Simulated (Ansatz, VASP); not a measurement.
CsI: VASP beside Ansatz

```xyz
2
Lattice="4.6024 0.0000 0.0000 0.0000 4.6024 0.0000 0.0000 0.0000 4.6024" Properties=species:S:1:pos:R:3 pbc="T T T"
Cs    0.0000    0.0000    0.0000
I     2.3012    2.3012    2.3012
```

Alike in both runs: task single point; functional PBE; k mesh 8 × 8 × 8; occupations gaussian, width 0.05 eV; no spin polarisation.

```csv
,VASP,Ansatz
version,VASP 6.6.1,Ansatz 0.2.0
potentials or method,"VASP PAW PBE potentials, release 64 (Cs_sv, I), cutoff 500 eV","scalar-relativistic, plane waves, PAW"
valence electrons in the cell,16,26
```

|  | VASP | Ansatz | Ansatz less VASP |
| --- | --- | --- | --- |
| gap on the k mesh at the Fermi level (eV) | 3.80 | 3.81 | +0.013 |
| least direct gap on the mesh (eV) | 3.89 | 3.90 | +0.010 |
| pressure (GPa) | 0.5 | 0.5 | -0.03 |

The functional is the same, so the differences come from potentials, cutoffs and numerics. VASP's potentials hold 16 valence electrons a cell and Ansatz's 26, so a difference there can come from the potentials and not from the codes.

Spin-orbit coupling is off throughout.
